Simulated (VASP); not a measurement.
C: single point with LDA

The system is C.

```
C
1.0
     0.00000    1.73503    1.65331
     1.73503    0.00000    1.65331
     1.73503    1.73503    0.00000
C
2
Direct
  0.50000 0.50000 0.50000
  0.75000 0.75000 0.75000
```

This cell differs from its parent crystal: volume 4.977 Å^3 an atom, c/a of the conventional cell 0.9529.

- Program: VASP 6.6.1
- Task: single point
- Functional: LDA
- Potentials or basis: VASP PAW LDA potentials, release 64 (C)
- Cutoff: 520 eV
- k mesh: 12 × 12 × 12
- Occupations: gaussian, width 0.05 eV
- Spin: no spin polarisation
- Dipole correction: no
- Further INCAR settings: ALGO = Normal; EDIFF = 1e-06; NBANDS = 11

The pressure is 58.8 GPa. The band gap on the k mesh is 3.14 eV, indirect (least direct gap 5.02 eV).

Stress tensor (GPa, compression positive):
```
42.74  0.00  0.00
 0.00 42.74  0.00
 0.00  0.00 91.06
```

Levels at points of the mesh, in eV from the valence-band top:
| k point | band 2 | band 3 | band 4 | band 5 | band 6 | band 7 |
| --- | --- | --- | --- | --- | --- | --- |
| (0.00, 0.00, 0.00) | -0.75 | -0.75 | 0.00 | 5.02 | 5.64 | 5.64 |
| (0.50, 0.00, 0.00) | -15.38 | -4.11 | -3.18 | 8.16 | 8.24 | 10.83 |
| (0.50, 0.50, 0.00) | -13.50 | -8.14 | -8.14 | 3.68 | 3.68 | 18.34 |
| (0.50, 0.00, 0.50) | -14.37 | -7.33 | -7.33 | 4.93 | 4.93 | 17.97 |

It took 6.6 s on 1 thread of Intel Xeon 6975P-C, with other jobs on the host, peak memory 0.12 GiB.

 A k mesh can miss the band edges.
